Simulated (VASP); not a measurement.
# KF in VASP: settings compared

Aim: see how the results for KF move with the level of theory and the settings. Levels: LDA, PBEsol, PBE. Tasks: single point.

Everything below comes from runs of VASP 6.6.1. Logs are shortened: lines on timing, memory, paths and dates and some standing lists are left out, and cuts for length are marked.

## Step 1: The cell of the first run

It takes space group Pm-3m (No. 221, cubic). The conventional cell has a = 3.302 Å, b = 3.302 Å, c = 3.302 Å, α = 90.00°, β = 90.00°, γ = 90.00°. K (site symmetry m-3m) has 8 F at 2.86 Å and 6 K at 3.30 Å within 3.8 Å. Within 3.8 Å of F (site symmetry m-3m) lie 8 K at 2.86 Å and 6 F at 3.30 Å.

## Step 2: Single point, LDA (volume scaled by 1.04)

Contents of INCAR:

```
SYSTEM = KF
PREC = Accurate ; ENCUT = 520
EDIFF = 1E-7 ; ISMEAR = -1
SIGMA = 0.02 ; LREAL = .FALSE.
LASPH = .TRUE. ; NELM = 100
ALGO = Normal ; ISIF = 2
LWAVE = .FALSE. ; LCHARG = .FALSE.
GGA = CA ; NBANDS = 15
```

Contents of KPOINTS:

```
regular mesh
0
G
  9 9 9
  0 0 0
```

Contents of POSCAR:

```
KF
1.0
    3.3018409049      0.0000000000      0.0000000000
    0.0000000000      3.3018409049      0.0000000000
    0.0000000000      0.0000000000      3.3018409049
K F
1 1
Direct
    0.0000000000      0.0000000000      0.0000000000
    0.5000000000      0.5000000000      0.5000000000
```

Potentials or basis: VASP PAW LDA potentials, release 64 (K_sv, F).

On the command line:

```sh
> cat potpaw_LDA.64/K_sv/POTCAR potpaw_LDA.64/F/POTCAR > POTCAR
> mpirun -np 1 vasp_std > vasp.out
```

OUTCAR:

```text
SYSTEM = KF
   PREC = Accurate
   ENCUT = 520
   EDIFF = 1E-7
   ISMEAR = -1
   LREAL = .FALSE.
   LASPH = .TRUE.
   NELM = 100
   ISIF = 2
   GGA = CA

 ion  position               nearest neighbor table
   1  0.000  0.000  0.000-
   2  0.500  0.500  0.500-

  LATTYP: Found a simple cubic cell.
 ALAT       =     3.3018409049

  Lattice vectors:

 A1 = (   3.3018409049,   0.0000000000,   0.0000000000)
 A2 = (   0.0000000000,   3.3018409049,   0.0000000000)
 A3 = (   0.0000000000,   0.0000000000,   3.3018409049)

Analysis of symmetry for initial positions (statically):
=====================================================================
 Subroutine PRICEL returns:
 Original cell was already a primitive cell.

 Routine SETGRP: Setting up the symmetry group for a
 simple cubic supercell.

 Subroutine GETGRP returns: Found 48 space group operations
 (whereof 48 operations were pure point group operations)
 out of a pool of 48 trial point group operations.

The static configuration has the point symmetry O_h .

Analysis of symmetry for dynamics (positions and initial velocities):
=====================================================================
 Subroutine PRICEL returns:
 Original cell was already a primitive cell.

 Routine SETGRP: Setting up the symmetry group for a
 simple cubic supercell.

 Subroutine GETGRP returns: Found 48 space group operations
 (whereof 48 operations were pure point group operations)
 out of a pool of 48 trial point group operations.

The dynamic configuration has the point symmetry O_h .

 Subroutine INISYM returns: Found 48 space group operations
 (whereof 48 operations are pure point group operations),
 and found     1 'primitive' translations

----------------------------------------------------------------------------------------

                                     Primitive cell

  volume of cell :      35.9972

  direct lattice vectors                    reciprocal lattice vectors
     3.301840905  0.000000000  0.000000000     0.302861352  0.000000000  0.000000000
     0.000000000  3.301840905  0.000000000     0.000000000  0.302861352  0.000000000
     0.000000000  0.000000000  3.301840905     0.000000000  0.000000000  0.302861352

  length of vectors
     3.301840905  3.301840905  3.301840905     0.302861352  0.302861352  0.302861352

  position of ions in fractional coordinates (direct lattice)
     0.000000000  0.000000000  0.000000000
     0.500000000  0.500000000  0.500000000

  ion indices of the primitive-cell ions
   primitive index   ion index
                 1           1
                 2           2

----------------------------------------------------------------------------------------

 KPOINTS: regular mesh

Automatic generation of k-mesh.
 Grid dimensions read from file:
 generate k-points for:    9    9    9

 Generating k-lattice:

  Cartesian coordinates                     Fractional coordinates (reciprocal lattice)
     0.033651261  0.000000000  0.000000000     0.111111111  0.000000000  0.000000000
     0.000000000  0.033651261  0.000000000     0.000000000  0.111111111  0.000000000
     0.000000000  0.000000000  0.033651261     0.000000000  0.000000000  0.111111111

  Length of vectors
     0.033651261  0.033651261  0.033651261

  Shift w.r.t. Gamma in fractional coordinates (k-lattice)
     0.000000000  0.000000000  0.000000000

 Subroutine IBZKPT returns following result:
 ===========================================

 Found     35 irreducible k-points:

 Following reciprocal coordinates:
            Coordinates               Weight
  0.000000  0.000000  0.000000      1.000000
  0.111111  0.000000  0.000000      6.000000
  0.222222  0.000000  0.000000      6.000000
  0.333333  0.000000  0.000000      6.000000
  0.444444  0.000000  0.000000      6.000000
  0.111111  0.111111  0.000000     12.000000
[... 16 lines left out ...]
  0.333333  0.333333  0.111111     24.000000
  0.444444  0.333333  0.111111     48.000000
 [... further k-points ...]
   k-points           NKPTS =     35   k-points in BZ     NKDIM =     35   number of bands    NBANDS=     15
   number of dos      NEDOS =    301   number of ions     NIONS =      2
   total plane-waves  NPLWV =  21952
   dimension x,y,z NGX =    28 NGY =   28 NGZ =   28
   dimension x,y,z NGXF=    56 NGYF=   56 NGZF=   56
   ions per type =               1   1
   NGX,Y,Z   is equivalent  to a cutoff of  14.10, 14.10, 14.10 a.u.
   NGXF,Y,Z  is equivalent  to a cutoff of  28.20, 28.20, 28.20 a.u.
 SYSTEM =  KF
   PREC   = accura    normal or accurate (medium, high low for compatibility)
   ISTART =      0    job   : 0-new  1-cont  2-samecut
   ICHARG =      2    charge: 1-file 2-atom 10-const
   ISPIN  =      1    spin polarized calculation?
   LNONCOLLINEAR =      F non collinear calculations
   LSORBIT =      F    spin-orbit coupling
   LASPH  =      T    aspherical Exc in radial PAW
   ENCUT  =  520.0 eV  38.22 Ry    6.18 a.u.   6.14  6.14  6.14*2*pi/ulx,y,z
   NELM   =    100;   NELMIN=  2; NELMDL= -5     # of ELM steps
   EDIFF  = 0.1E-06   stopping-criterion for ELM
   LREAL  =      F    real-space projection
   EDIFFG = 0.1E-05   stopping-criterion for IOM
   NSW    =      0    number of steps for IOM
   IBRION =     -1    ionic relax: 0-MD 1-quasi-New 2-CG
   NFREE  =      0    steps in history (QN), initial steepest desc. (CG)
   ISIF   =      2    stress and relaxation
   ISYM   =      2    0-nonsym 1-usesym 2-fastsym
   POTIM  = 0.5000    time-step for ionic-motion
   TEBEG  =    0.0;   TEEND  =   0.0 temperature during run
   PSTRESS=    0.0 pullay stress
   NELECT =      16.0000    total number of electrons
   NUPDOWN=      -1.0000    fix difference up-down
   EMIN   =  10.00;   EMAX   =-10.00  energy-range for DOS
   EFERMI =   0.00;   METHOD = LEGACY
   ISMEAR =    -1;   SIGMA  =   0.02  broadening in eV -4-tet -1-fermi 0-gaus
   EFERMI_NEDOS =   21; number of points for ismear=-14 and -15
   IALGO  =     38    algorithm
   IMIX   =      4    mixing-type and parameters
     AMIX     =   0.40;   BMIX     =  1.00
     AMIX_MAG =   1.60;   BMIX_MAG =  1.00
  volume/ion in A,a.u.               =      18.00       121.46
  Fermi-wavevector in a.u.,A,eV,Ry     =   1.249373  2.360972 21.237771  1.560932
  Thomas-Fermi vector in A             =   2.383416
   LORBIT       =      0    0 simple, 1 ext, 2 COOP (PROOUT), +10 PAW based schemes
   GGA     = CA    functional components
   LHFCALC =     F    Hartree Fock is set to
   AEXX    =    0.0000 exact exchange contribution
   IVDW    =     0    specifies the selected vdW correction
   LEPSILON=     F    determine dielectric tensor
   LRPA    =     F    only Hartree local field effects (RPA)
 non-spin polarized calculation
  energy-cutoff  :      520.00
  volume of cell :       36.00
 maximum number of plane-waves:       983
 NGX is ok and might be reduce to    28
   NGX = 13   NGY = 13   NGZ = 13

 number of electron      16.0000013 magnetization

 Free energy of the ion-electron system (eV)
  ---------------------------------------------------
  ext. energy  EPLUGINS =         0.00000000
  ---------------------------------------------------
  free energy    TOTEN  =        -8.81805939 eV

  energy without entropy =       -8.81805939  energy(sigma->0) =       -8.81805939

 E-fermi :  -2.1442     XC(G=0):  -9.5351

 val. band max:       -2.5882070192   @ k =   0.4444   0.4444   0.0000
 cond. band min:       3.0754641883   @ k =   0.0000   0.0000   0.0000
 fundamental gap:      5.6636712075
 Fermi energy:        -2.1442092480

 k-point     1 :       0.0000    0.0000    0.0000
  band No.  band energies     occupation
      1     -29.1783      2.00000
      2     -21.0118      2.00000
      3     -12.4704      2.00000
      4     -12.4704      2.00000
      5     -12.4704      2.00000
      6      -2.6360      2.00000
      7      -2.6360      2.00000
      8      -2.6360      2.00000
      9       3.0755      0.00000
     10       5.4510      0.00000
     11       5.4510      0.00000
     12      11.0266      0.00000
     13      11.0266      0.00000
     14      11.0266      0.00000
     15      17.3603      0.00000

 k-point     2 :       0.1111    0.0000    0.0000
  band No.  band energies     occupation
      1     -29.1649      2.00000
      2     -21.0144      2.00000
      3     -12.5530      2.00000
      4     -12.4584      2.00000
      5     -12.4584      2.00000
      6      -2.8015      2.00000
      7      -2.6470      2.00000
      8      -2.6470      2.00000
      9       3.4028      0.00000
     10       5.5470      0.00000
     11       5.7157      0.00000
     12      10.8023      0.00000
     13      10.8023      0.00000
     14      11.0648      0.00000
     15      16.4759      0.00000

 k-point     3 :       0.2222    0.0000    0.0000
  band No.  band energies     occupation
      1     -29.1308      2.00000
      2     -21.0207      2.00000
      3     -12.7544      2.00000
      4     -12.4276      2.00000
      5     -12.4276      2.00000
      6      -3.1774      2.00000
      7      -2.6759      2.00000
      8      -2.6759      2.00000
      9       4.2433      0.00000
     10       5.8106      0.00000
     11       6.3974      0.00000
     12      10.3147      0.00000
     13      10.3147      0.00000
     14      11.1641      0.00000
     15      15.1976      0.00000

 k-point     4 :       0.3333    0.0000    0.0000
  band No.  band energies     occupation
      1     -29.0914      2.00000
      2     -21.0291      2.00000
      3     -12.9712      2.00000
      4     -12.3921      2.00000
      5     -12.3921      2.00000
      6      -3.5513      2.00000
      7      -2.7100      2.00000
      8      -2.7100      2.00000
      9       5.2879      0.00000
     10       6.1573      0.00000
     11       7.1650      0.00000
     12       9.8560      0.00000
     13       9.8560      0.00000
     14      11.2818      0.00000
     15      14.1595      0.00000
[... 307 lines left out ...]
 k-point    22 :       0.4444    0.2222    0.1111
  band No.  band energies     occupation
      1     -29.0144      2.00000
      2     -20.9789      2.00000
      3     -13.1360      2.00000
      4     -12.7208      2.00000
      5     -12.4358      2.00000
      6      -3.4922      2.00000
      7      -2.9781      2.00000
      8      -2.7343      2.00000
      9       6.4245      0.00000
     10       6.7972      0.00000
     11       7.7005      0.00000
     12       8.8262      0.00000
     13       9.8319      0.00000
     14      10.2616      0.00000
     15      13.7288      0.00000

 k-point    23 :       0.3333    0.3333    0.1111
  band No.  band energies     occupation
      1     -29.0041      2.00000
      2     -20.9605      2.00000
      3     -13.0170      2.00000
      4     -12.9622      2.00000
      5     -12.4258      2.00000
      6      -3.2938      2.00000
      7      -3.1164      2.00000
      8      -2.7434      2.00000
      9       6.0819      0.00000
     10       6.6870      0.00000
     11       8.6742      0.00000
     12       9.0461      0.00000
     13       9.3042      0.00000
     14       9.5777      0.00000
     15      14.4522      0.00000

 k-point    24 :       0.4444    0.3333    0.1111
  band No.  band energies     occupation
      1     -28.9816      2.00000
      2     -20.9430      2.00000
      3     -13.1545      2.00000
      4     -12.9944      2.00000
      5     -12.4057      2.00000
      6      -3.3410      2.00000
      7      -3.1359      2.00000
      8      -2.7239      2.00000
      9       6.1597      0.00000
     10       6.5125      0.00000
     11       8.7880      0.00000
     12       8.9673      0.00000
     13       9.3511      0.00000
     14      10.5219      0.00000
     15      13.5875      0.00000

 [... further k-points ...]

------------------------ aborting loop because EDIFF is reached ----------------------------------------

  FORCE on cell =-STRESS in cart. coord.  units (eV):
  Direction    XX          YY          ZZ          XY          YZ          ZX
  --------------------------------------------------------------------------------------
  -------------------------------------------------------------------------------------
  Total       -1.4404518     -1.4404518     -1.4404518      0.0000000      0.0000000     -0.0000000
  in kB      -64.1122317    -64.1122317    -64.1122317      0.0000000      0.0000000     -0.0000000
  external PRESSURE =     -64.1122317 kB  Pullay stress =       0.0000000 kB

 VOLUME and BASIS-vectors are now :
 -----------------------------------------------------------------------------
  energy-cutoff  :      520.00
  volume of cell :       36.00
      direct lattice vectors                 reciprocal lattice vectors
     3.301840905  0.000000000  0.000000000     0.302861352  0.000000000  0.000000000
     0.000000000  3.301840905  0.000000000     0.000000000  0.302861352  0.000000000
     0.000000000  0.000000000  3.301840905     0.000000000  0.000000000  0.302861352

 POSITION                                       TOTAL-FORCE (eV/Angst)
 -----------------------------------------------------------------------------------
      0.00000      0.00000      0.00000         0.000000      0.000000      0.000000
      1.65092      1.65092      1.65092         0.000000      0.000000      0.000000
 -----------------------------------------------------------------------------------
    total drift:                                0.000000      0.000000      0.000000

  FREE ENERGIE OF THE ION-ELECTRON SYSTEM (eV)
  ---------------------------------------------------
  free  energy   TOTEN  =        -8.8180593881 eV

  energy  without entropy=       -8.8180593881  energy(sigma->0) =       -8.81805939
```

It took 9.7 s on 1 thread of Intel Xeon Platinum 8488C (Sapphire Rapids), shared host; peak memory 0.15 GiB.

What came out:

```
Free energy            : -8.8181 eV
Pressure               : -6.4 GPa
Band gap on the k mesh : 5.66 eV, indirect (least direct gap 5.71 eV)
```

Caveat: the cell differs from its parent crystal (volume scaled by 1.04). A k mesh can miss the band edges.

## Step 3: Single point, PBEsol

This run uses another cell than the first one, of 17.31 Å³/atom, 0.962 times its volume.

Contents of INCAR:

```
SYSTEM = KF
ALGO = Normal ; EDIFF = 1E-6
ENCUT = 520 ; GGA = PS
ISIF = 2 ; ISMEAR = -1
LASPH = .True. ; LCHARG = .True.
LELF = .True. ; LREAL = .False.
LVHAR = .True. ; LWAVE = .False.
NBANDS = 15 ; NELM = 80
PREC = Accurate ; SIGMA = 0.02
```

Contents of KPOINTS:

```
k-points
0
Gamma
  9 9 9
  0 0 0
```

Contents of POSCAR:

```
KF
1.0
    3.2589550000      0.0000000000      0.0000000000
    0.0000000000      3.2589550000      0.0000000000
    0.0000000000      0.0000000000      3.2589550000
K F
1 1
Direct
    0.0000000000      0.0000000000      0.0000000000
    0.5000000000      0.5000000000      0.5000000000
```

Potentials or basis: VASP PAW PBE potentials, release 64 (K_sv, F).

On the command line:

```sh
> cat potpaw_PBE.64/K_sv/POTCAR potpaw_PBE.64/F/POTCAR > POTCAR
> mpirun -np 1 vasp_std > vasp.out
```

It took 7.6 s on 1 thread of AMD EPYC 9R45 (Zen 5), shared host; peak memory 0.11 GiB.

The run converged. Its results:

| Item | Value |
| --- | --- |
| Free energy | -8.3393 eV |
| Pressure | -2.5 GPa |
| Band gap on the k mesh | 6.11 eV, indirect (least direct gap 6.15 eV) |

Levels at points of the mesh, in eV from the valence-band top:
| k point | band 4 | band 5 | band 6 | band 7 | band 8 | band 9 | band 10 | band 11 | band 12 | band 13 |
| --- | --- | --- | --- | --- | --- | --- | --- | --- | --- | --- |
| (0.00, 0.00, 0.00) | -9.92 | -9.92 | -0.04 | -0.04 | -0.04 | 6.11 | 8.22 | 8.22 | 13.86 | 13.86 |

Caveat: the PAW data sets were made with another functional, which shifts forces and pressure a little. A k mesh can miss the band edges.

## Step 4: Single point, PBE

This run uses another cell than the first one, of 17.31 Å³/atom, 0.962 times its volume.

Contents of INCAR:

```
PREC = Accurate ; ENCUT = 520
EDIFF = 1E-6 ; ISMEAR = -1
SIGMA = 0.02 ; LREAL = False
LASPH = True ; NELM = 60
ALGO = Normal ; ISIF = 2
LWAVE = False ; LCHARG = False
GGA = PE ; NBANDS = 15
```

Contents of KPOINTS:

```
regular mesh
0
Gamma
  9 9 9
```

POSCAR is that of step 3.

On the command line:

```sh
> cat potpaw_PBE.64/K_sv/POTCAR potpaw_PBE.64/F/POTCAR > POTCAR
> mpirun -np 1 vasp_std > vasp.out
```

Wall time 7.4 s (1 thread of AMD EPYC 9R45 (Zen 5), shared host); peak memory 0.11 GiB.

The run converged. Its results:

- Free energy: -8.0936 eV
- Pressure: 0.0 GPa
- Band gap on the k mesh: 6.27 eV, indirect (least direct gap 6.31 eV)

Levels at points of the mesh, in eV from the valence-band top:
```tsv
k point	band 6	band 7	band 8	band 9	band 10	band 11
(0.00, 0.00, 0.00)	-0.04	-0.04	-0.04	6.27	8.30	8.30
```

(Continued in part 2 of 2.)
